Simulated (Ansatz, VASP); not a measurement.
# AlMo3C in VASP and in Ansatz

```
Al Mo C
1.0
     4.61332    0.00000    0.00000
     0.00000    4.61332    0.00000
     0.00000    0.00000    4.61332
Al Mo C
1 3 1
Direct
  0.00000 0.00000 0.00000
  0.00000 0.50000 0.50000
  0.50000 0.00000 0.50000
  0.50000 0.50000 0.00000
  0.50000 0.50000 0.50000
```

Alike in both runs: task relaxation of cell and atoms; functional PBE; k mesh 4 × 4 × 4; occupations gaussian, width 0.1 eV; no spin polarisation.

|  | VASP | Ansatz |
| --- | --- | --- |
| version | VASP 6.6.1 | Ansatz 0.2.0 |
| potentials or method | VASP PAW PBE potentials, release 64 (Al, Mo_sv, C), cutoff 600 eV | scalar-relativistic, plane waves, PAW |
| valence electrons in the cell | 49 | 49 |

```tsv
	VASP	Ansatz	Ansatz less VASP
gap on the k mesh at the Fermi level, each at its own relaxed structure (eV)	none	none	-
relaxed volume (Å³/atom)	14.25	14.24	-0.009
relaxed cell length with the largest relative difference (Å)	4.146	4.145	-0.0009
```

A gap of «none» marks a metal or a gap that the smearing closes.

Noted on VASP's run: the volume moved by over 15 % at a fixed basis, so the end points are rough.
